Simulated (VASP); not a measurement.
# Ge (I4_1/amd) in VASP: further runs

Runs on Ge. Level: PBE. Tasks: single point.

Program: VASP 6.6.1. These are calculated values, not measurements. Logs are shortened: lines on timing, memory, paths and dates and some standing lists are left out, and cuts for length are marked.

## (1) The cell of the first run

It takes space group I4_1/amd (No. 141, tetragonal). The conventional cell has a = 4.150 Å, b = 4.150 Å, c = 5.414 Å, α = 90.00°, β = 90.00°, γ = 90.00°. Ge (site symmetry -4m2) has 4 Ge at 2.48 Å within 3.3 Å.

## (2) Single point, PBE (uniaxial strain along c: -6.0 %, then relaxed in part)

File INCAR:

```
ALGO = Normal
EDIFF = 1E-6
ENCUT = 520
GGA = PE
ISIF = 2
ISMEAR = 0
LASPH = T
LCHARG = F
LREAL = F
LWAVE = F
NBANDS = 36
NELM = 60
PREC = Accurate
SIGMA = 0.1
```

File KPOINTS:

```
k-points
0
Gamma
  14 14 10
```

File POSCAR:

```
Ge
1.0
    2.9342665734      2.9342665734      0.0000000000
   -2.9342665734      2.9342665734      0.0000000000
    0.0000000000      0.0000000000      5.4140538129
Ge
4
Direct
    0.5000000000      0.5000000000      0.5000000000
    0.5000000000      0.0000000000      0.2500000000
    0.0000000000      0.0000000000      0.0000000000
    0.0000000000      0.5000000000      0.7500000000
```

Potentials or basis: VASP PAW PBE potentials, release 64 (Ge_d).

Run with:

```console
cat potpaw_PBE.64/Ge_d/POTCAR > POTCAR
mpirun -np 1 vasp_std > vasp.out
```

OUTCAR:

```text
EDIFF = 1E-6
   ENCUT = 520
   GGA = PE
   ISIF = 2
   ISMEAR = 0
   LASPH = T
   LREAL = F
   NELM = 60
   PREC = Accurate

 ion  position               nearest neighbor table
   1  0.500  0.500  0.500-   2 2.48   4 2.48   2 2.48   4 2.48
   2  0.500  0.000  0.250-   1 2.48   3 2.48   1 2.48   3 2.48
   3  0.000  0.000  0.000-   2 2.48   4 2.48   4 2.48   2 2.48
   4  0.000  0.500  0.750-   1 2.48   3 2.48   3 2.48   1 2.48

  LATTYP: Found a simple tetragonal cell.
 ALAT       =     4.1496795837
 C/A-ratio  =     1.3046920138

  Lattice vectors:

 A1 = (   2.9342665734,   2.9342665734,   0.0000000000)
 A2 = (  -2.9342665734,   2.9342665734,   0.0000000000)
 A3 = (   0.0000000000,   0.0000000000,   5.4140538129)

Analysis of symmetry for initial positions (statically):
=====================================================================
 Subroutine PRICEL returns following result:

  LATTYP: Found a body centered tetragonal cell.
 ALAT       =     4.1496795837
 C/A-ratio  =     1.3046920138

  Lattice vectors:

 A1 = (   0.0000000000,  -2.9342665734,  -2.7070269064)
 A2 = (   0.0000000000,   2.9342665734,  -2.7070269064)
 A3 = (   2.9342665734,   0.0000000000,   2.7070269064)

   2 primitive cells build up your supercell.

 Routine SETGRP: Setting up the symmetry group for a
 simple tetragonal supercell.

 Subroutine GETGRP returns: Found 16 space group operations
 (whereof  8 operations were pure point group operations)
 out of a pool of 16 trial point group operations.

The static configuration has the point symmetry D_2d.
 The point group associated with its full space group is D_4h.

Analysis of symmetry for dynamics (positions and initial velocities):
=====================================================================
 Subroutine PRICEL returns following result:

  LATTYP: Found a body centered tetragonal cell.
 ALAT       =     4.1496795837
 C/A-ratio  =     1.3046920138

  Lattice vectors:

 A1 = (   0.0000000000,  -2.9342665734,  -2.7070269064)
 A2 = (   0.0000000000,   2.9342665734,  -2.7070269064)
 A3 = (   2.9342665734,   0.0000000000,   2.7070269064)

   2 primitive cells build up your supercell.

 Routine SETGRP: Setting up the symmetry group for a
 simple tetragonal supercell.

 Subroutine GETGRP returns: Found 16 space group operations
 (whereof  8 operations were pure point group operations)
 out of a pool of 16 trial point group operations.

The dynamic configuration has the point symmetry D_2d.
 The point group associated with its full space group is D_4h.

 Subroutine INISYM returns: Found 16 space group operations
 (whereof  8 operations are pure point group operations),
 and found     2 'primitive' translations

----------------------------------------------------------------------------------------

                                     Primitive cell

  volume of cell :      46.6146

  direct lattice vectors                    reciprocal lattice vectors
     0.000000000 -2.934266573 -2.707026906     0.170400333 -0.170400333 -0.184704481
     0.000000000  2.934266573 -2.707026906     0.170400333  0.170400333 -0.184704481
     2.934266573  0.000000000  2.707026906     0.340800665  0.000000000  0.000000000

  length of vectors
     3.992231831  3.992231831  3.992231831     0.303625249  0.303625249  0.340800665

  position of ions in fractional coordinates (direct lattice)
     0.000000000  0.000000000  0.000000000
     0.750000000  0.250000000  0.500000000

  ion indices of the primitive-cell ions
   primitive index   ion index
                 1           1
                 2           2

----------------------------------------------------------------------------------------

 KPOINTS: k-points

Automatic generation of k-mesh.
 Grid dimensions read from file:
 generate k-points for:   14   14   10

 Generating k-lattice:

  Cartesian coordinates                     Fractional coordinates (reciprocal lattice)
     0.012171452  0.012171452  0.000000000     0.071428571  0.000000000  0.000000000
    -0.012171452  0.012171452  0.000000000     0.000000000  0.071428571  0.000000000
     0.000000000  0.000000000  0.018470448     0.000000000  0.000000000  0.100000000

  Length of vectors
     0.017213033  0.017213033  0.018470448

  Shift w.r.t. Gamma in fractional coordinates (k-lattice)
     0.000000000  0.000000000  0.000000000

 Subroutine IBZKPT returns following result:
 ===========================================

 Found    216 irreducible k-points:

 Following reciprocal coordinates:
            Coordinates               Weight
  0.000000  0.000000  0.000000      1.000000
  0.071429  0.000000  0.000000      4.000000
  0.142857  0.000000  0.000000      4.000000
  0.214286  0.000000  0.000000      4.000000
  0.285714  0.000000  0.000000      4.000000
  0.357143  0.000000  0.000000      4.000000
[... 16 lines left out ...]
  0.285714  0.214286  0.000000      8.000000
  0.357143  0.214286  0.000000      8.000000
 [... further k-points ...]
   k-points           NKPTS =    216   k-points in BZ     NKDIM =    216   number of bands    NBANDS=     36
   number of dos      NEDOS =    301   number of ions     NIONS =      4
   total plane-waves  NPLWV =  40960
   dimension x,y,z NGX =    32 NGY =   32 NGZ =   40
   dimension x,y,z NGXF=    64 NGYF=   64 NGZF=   80
   ions per type =               4
   NGX,Y,Z   is equivalent  to a cutoff of  12.82, 12.82, 12.28 a.u.
   NGXF,Y,Z  is equivalent  to a cutoff of  25.64, 25.64, 24.57 a.u.
 SYSTEM =  unknown system
   PREC   = accura    normal or accurate (medium, high low for compatibility)
   ISTART =      0    job   : 0-new  1-cont  2-samecut
   ICHARG =      2    charge: 1-file 2-atom 10-const
   ISPIN  =      1    spin polarized calculation?
   LNONCOLLINEAR =      F non collinear calculations
   LSORBIT =      F    spin-orbit coupling
   LASPH  =      T    aspherical Exc in radial PAW
   ENCUT  =  520.0 eV  38.22 Ry    6.18 a.u.   7.72  7.72 10.07*2*pi/ulx,y,z
   NELM   =     60;   NELMIN=  2; NELMDL= -5     # of ELM steps
   EDIFF  = 0.1E-05   stopping-criterion for ELM
   LREAL  =      F    real-space projection
   EDIFFG = 0.1E-04   stopping-criterion for IOM
   NSW    =      0    number of steps for IOM
   IBRION =     -1    ionic relax: 0-MD 1-quasi-New 2-CG
   NFREE  =      0    steps in history (QN), initial steepest desc. (CG)
   ISIF   =      2    stress and relaxation
   ISYM   =      2    0-nonsym 1-usesym 2-fastsym
   POTIM  = 0.5000    time-step for ionic-motion
   TEBEG  =    0.0;   TEEND  =   0.0 temperature during run
   PSTRESS=    0.0 pullay stress
   NELECT =      56.0000    total number of electrons
   NUPDOWN=      -1.0000    fix difference up-down
   EMIN   =  10.00;   EMAX   =-10.00  energy-range for DOS
   EFERMI =   0.00;   METHOD = LEGACY
   ISMEAR =     0;   SIGMA  =   0.10  broadening in eV -4-tet -1-fermi 0-gaus
   EFERMI_NEDOS =   21; number of points for ismear=-14 and -15
   IALGO  =     38    algorithm
   IMIX   =      4    mixing-type and parameters
     AMIX     =   0.40;   BMIX     =  1.00
     AMIX_MAG =   1.60;   BMIX_MAG =  1.00
  volume/ion in A,a.u.               =      23.31       157.29
  Fermi-wavevector in a.u.,A,eV,Ry     =   1.381297  2.610272 25.959648  1.907980
  Thomas-Fermi vector in A             =   2.506094
   LORBIT       =      0    0 simple, 1 ext, 2 COOP (PROOUT), +10 PAW based schemes
   GGA     = PE    functional components
   LHFCALC =     F    Hartree Fock is set to
   AEXX    =    0.0000 exact exchange contribution
   IVDW    =     0    specifies the selected vdW correction
   LEPSILON=     F    determine dielectric tensor
   LRPA    =     F    only Hartree local field effects (RPA)
 non-spin polarized calculation
 Gauss-broadening in eV      SIGMA  =   0.10
  energy-cutoff  :      520.00
  volume of cell :       93.23
 maximum number of plane-waves:      2548
 NGX is ok and might be reduce to    32
   NGX = 15   NGY = 15   NGZ = 21

 number of electron      56.0000059 magnetization

 Free energy of the ion-electron system (eV)
  ---------------------------------------------------
  ext. energy  EPLUGINS =         0.00000000
  ---------------------------------------------------
  free energy    TOTEN  =       -17.98537747 eV

  energy without entropy =      -17.98457400  energy(sigma->0) =      -17.98497574

 E-fermi :   4.7863     XC(G=0):  -9.7965

 val. band max:        4.7675906140   @ k =   0.0714   0.0714   0.1000
 cond. band min:       4.8030600958   @ k =   0.4286   0.0000   0.4000
 fundamental gap:      0.0354694819
 Fermi energy:         4.7863327612

 k-point     1 :       0.0000    0.0000    0.0000
  band No.  band energies     occupation
      1     -20.0808      2.00000
      2     -20.0808      2.00000
      3     -20.0744      2.00000
      4     -20.0565      2.00000
      5     -20.0565      2.00000
      6     -20.0314      2.00000
[... 28 lines left out ...]
     35      11.0856      0.00000
     36      13.3605      0.00000

 k-point     2 :       0.0714    0.0000    0.0000
  band No.  band energies     occupation
      1     -20.0849      2.00000
      2     -20.0810      2.00000
      3     -20.0754      2.00000
      4     -20.0595      2.00000
      5     -20.0580      2.00000
      6     -20.0274      2.00000
[... 28 lines left out ...]
     35      11.2966      0.00000
     36      13.0021      0.00000

 k-point     3 :       0.1429    0.0000    0.0000
  band No.  band energies     occupation
      1     -20.0936      2.00000
      2     -20.0815      2.00000
      3     -20.0783      2.00000
      4     -20.0654      2.00000
      5     -20.0605      2.00000
      6     -20.0184      2.00000
[... 28 lines left out ...]
     35      11.8725      0.00000
     36      12.4630      0.00000

 k-point     4 :       0.2143    0.0000    0.0000
  band No.  band energies     occupation
      1     -20.1022      2.00000
      2     -20.0829      2.00000
      3     -20.0823      2.00000
      4     -20.0712      2.00000
      5     -20.0612      2.00000
      6     -20.0078      2.00000
[... 28 lines left out ...]
     35      12.0494      0.00000
     36      12.2130      0.00000

 k-point     5 :       0.2857    0.0000    0.0000
  band No.  band energies     occupation
      1     -20.1084      2.00000
      2     -20.0889      2.00000
      3     -20.0831      2.00000
      4     -20.0761      2.00000
      5     -20.0586      2.00000
      6     -20.0006      2.00000
[... 655 lines left out ...]
 k-point    22 :       0.2143    0.2143    0.0000
  band No.  band energies     occupation
      1     -20.1007      2.00000
      2     -20.1007      2.00000
      3     -20.0879      2.00000
      4     -20.0726      2.00000
      5     -20.0722      2.00000
      6     -20.0057      2.00000
[... 28 lines left out ...]
     35      10.1052      0.00000
     36      10.2729      0.00000

 k-point    23 :       0.2857    0.2143    0.0000
  band No.  band energies     occupation
      1     -20.1062      2.00000
      2     -20.0995      2.00000
      3     -20.0917      2.00000
      4     -20.0786      2.00000
      5     -20.0688      2.00000
      6     -19.9975      2.00000
[... 28 lines left out ...]
     35       9.6273      0.00000
     36      10.9000      0.00000

 k-point    24 :       0.3571    0.2143    0.0000
  band No.  band energies     occupation
      1     -20.1087      2.00000
      2     -20.0978      2.00000
      3     -20.0964      2.00000
      4     -20.0842      2.00000
      5     -20.0617      2.00000
      6     -20.0005      2.00000
[... 28 lines left out ...]
     35      10.5091      0.00000
     36      11.4834      0.00000

 [... further k-points ...]

------------------------ aborting loop because EDIFF is reached ----------------------------------------

  FORCE on cell =-STRESS in cart. coord.  units (eV):
  Direction    XX          YY          ZZ          XY          YZ          ZX
  --------------------------------------------------------------------------------------
  -------------------------------------------------------------------------------------
  Total       -0.0334067     -0.0334067      2.6997470      0.0000000     -0.0000000      0.0000000
  in kB       -0.5741063     -0.5741063     46.3961508      0.0000000     -0.0000000      0.0000000
  external PRESSURE =      15.0826461 kB  Pullay stress =       0.0000000 kB

 VOLUME and BASIS-vectors are now :
 -----------------------------------------------------------------------------
  energy-cutoff  :      520.00
  volume of cell :       93.23
      direct lattice vectors                 reciprocal lattice vectors
     2.934266573  2.934266573  0.000000000     0.170400333  0.170400333  0.000000000
    -2.934266573  2.934266573  0.000000000    -0.170400333  0.170400333  0.000000000
     0.000000000  0.000000000  5.414053813     0.000000000  0.000000000  0.184704481

 POSITION                                       TOTAL-FORCE (eV/Angst)
 -----------------------------------------------------------------------------------
      0.00000      2.93427      2.70703         0.000000     -0.000000      0.000000
      1.46713      1.46713      1.35351        -0.000000      0.000000     -0.000000
      0.00000      0.00000      0.00000         0.000000      0.000000     -0.000000
     -1.46713      1.46713      4.06054        -0.000000     -0.000000      0.000000
 -----------------------------------------------------------------------------------
    total drift:                               -0.000000      0.000000     -0.000000

  FREE ENERGIE OF THE ION-ELECTRON SYSTEM (eV)
  ---------------------------------------------------
  free  energy   TOTEN  =       -17.9853774708 eV

  energy  without entropy=      -17.9845740022  energy(sigma->0) =      -17.98497574
```

Run time: 3.5 min. Hardware: 1 thread of Intel Xeon 6975P-C (Granite Rapids), shared host; peak memory 0.56 GiB.

What came out:

- Free energy: -17.9854 eV
- Pressure: 1.5 GPa
- Band gap on the k mesh: zero (bands 28 and 29 overlap by 0.16 eV)

Stress tensor (GPa, compression positive):
```
-0.06  0.00  0.00
 0.00 -0.06  0.00
 0.00  0.00  4.64
```

Levels at points of the mesh, in eV from the Fermi level:
```
           k point  band 26  band 27  band 28  band 29  band 30  band 31
(0.00, 0.00, 0.00)    -0.35    -0.26    -0.26     0.30     0.33     0.33
(0.50, 0.00, 0.00)    -3.51    -1.89    -1.89     1.45     1.45     4.73
(0.50, 0.50, 0.00)    -2.84    -2.84    -2.84     0.94     0.94     0.94
(0.00, 0.00, 0.50)    -2.30    -2.30    -2.30     0.51     0.51     2.72
(0.50, 0.00, 0.50)    -1.75    -1.10    -1.10    -0.08    -0.08     3.43
(0.50, 0.50, 0.50)    -3.84    -3.84    -3.84     4.80     4.80     4.80
```

Caveat: the cell differs from its parent crystal (uniaxial strain along c: -6.0 %, then relaxed in part); semilocal functionals underestimate gaps, and a narrow one can read as zero.

## (3) Single point, PBE (uniaxial strain along c: -4.0 %)

File INCAR:

```
PREC = Accurate
ENCUT = 520
EDIFF = 1E-6
ISMEAR = 0
SIGMA = 0.1
LREAL = F
LASPH = T
NELM = 100
ALGO = Normal
ISIF = 2
LWAVE = F
LCHARG = F
GGA = PE
NBANDS = 36
```

File KPOINTS:

```
regular mesh
0
Gamma
  14 14 10
```

File POSCAR:

```
Ge
1.0
    2.9086140165      2.9086140165      0.0000000000
   -2.9086140165      2.9086140165      0.0000000000
    0.0000000000      0.0000000000      5.5292464473
Ge
4
Direct
    0.5000000000      0.5000000000      0.5000000000
    0.5000000000      0.0000000000      0.2500000000
    0.0000000000      0.0000000000      0.0000000000
    0.0000000000      0.5000000000      0.7500000000
```

Potentials or basis: VASP PAW PBE potentials, release 64 (Ge_d).

Run with:

```console
cat potpaw_PBE.64/Ge_d/POTCAR > POTCAR
mpirun -np 1 vasp_std > vasp.out
```

Run time: 3.7 min. Hardware: 1 thread of Intel Xeon 6975P-C (Granite Rapids), shared host; peak memory 0.57 GiB.

It converged, with:

* Free energy: -18.0341 eV
* Pressure: 1.3 GPa
* Band gap on the k mesh: 0.01 eV

Stress tensor (GPa, compression positive):
```
0.25 0.00 0.00
0.00 0.25 0.00
0.00 0.00 3.41
```

Levels at points of the mesh, in eV from the valence-band top:
```
           k point  band 25  band 26  band 27  band 28  band 29  band 30  band 31  band 32
(0.00, 0.00, 0.00)    -3.21    -0.31    -0.15    -0.15     0.21     0.51     0.51     2.36
(0.50, 0.00, 0.00)    -3.57    -3.57    -1.71    -1.71     1.62     1.62     4.73     4.73
(0.50, 0.50, 0.00)    -2.87    -2.87    -2.87    -2.87     0.90     0.90     0.90     0.90
(0.00, 0.00, 0.50)    -2.16    -2.16    -2.16    -2.16     0.72     0.72     2.69     2.69
(0.50, 0.00, 0.50)    -1.59    -1.59    -1.17    -1.17     0.01     0.01     3.56     3.56
(0.50, 0.50, 0.50)    -3.78    -3.78    -3.78    -3.78     4.58     4.58     4.58     4.58
```

Caveat: the cell differs from its parent crystal (uniaxial strain along c: -4.0 %); the smearing spreads over this small gap; semilocal functionals underestimate gaps, and a narrow one can read as zero.

The gap in the log of VASP goes by the Fermi energy; the results here count the filled bands.